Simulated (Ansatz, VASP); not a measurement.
# One calculation of La, two programs

The input INCAR:

```
PREC = Accurate
ENCUT = 520
EDIFF = 1E-6
ISMEAR = 0
SIGMA = 0.15
LREAL = False
LASPH = True
NELM = 60
ALGO = Fast
ISIF = 2
LWAVE = False
LCHARG = True
GGA = PS
LELF = True
LVHAR = True
NBANDS = 30
```

File KPOINTS:

```
regular mesh
0
Gamma
  12 12 4
```

File POSCAR:

```
La
1.0
    3.8077000000      0.0000000000      0.0000000000
   -1.9038500000      3.2975649300      0.0000000000
    0.0000000000      0.0000000000     11.4298000000
La
4
Direct
    0.0000000000      0.0000000000      0.0000000000
    0.0000000000      0.0000000000      0.5000000000
    0.3333333333      0.6666666667      0.2500000000
    0.6666666667      0.3333333333      0.7500000000
```

Input for Ansatz:

```yaml
crystal:
  lattice:
    - [3.8077, 0.0, 0.0]
    - [-1.90385, 3.29756493, 0.0]
    - [0.0, 0.0, 11.4298]
  atoms:
    - { symbol: La, position: [0.0, 0.0, 0.0] }
    - { symbol: La, position: [0.0, 0.0, 0.5] }
    - { symbol: La, position: [0.3333333333, 0.6666666667, 0.25] }
    - { symbol: La, position: [0.6666666667, 0.3333333333, 0.75] }
basis:
  ecutwfc: 420
kpoints:
  mp_grid: { grid: [12, 12, 4] }
hamiltonian:
  xc: pbesol
scf:
  occupations: { method: gaussian, width: 0.15 }
output:
  forces: true
  stress: true
  eigenvalues: true
  write_density: true
  write_potential: true
  elf: true
  volumetric_format: npy
```

Alike in both runs: task single point; functional PBEsol; k mesh 12 × 12 × 4; occupations gaussian, width 0.15 eV; no spin polarisation.

|  | VASP | Ansatz |
| --- | --- | --- |
| version | VASP 6.6.1 | Ansatz 0.2.0 |
| potentials or method | VASP PAW PBE potentials, release 64 (La), cutoff 520 eV | scalar-relativistic, plane waves, PAW |
| valence electrons in the cell | 44 | 44 |

|  | VASP | Ansatz | Ansatz less VASP |
| --- | --- | --- | --- |
| gap on the k mesh at the Fermi level (eV) | none | none | - |
| pressure (GPa) | -1.2 | -1.2 | -0.06 |
| traceless stress, the component that is largest in VASP (GPa) | 2.12 | 2.12 | -0.001 |

VASP's potentials were made for PBE, not for PBEsol. A gap of «none» marks a metal or a gap that the smearing closes.

Spin-orbit coupling is off throughout.
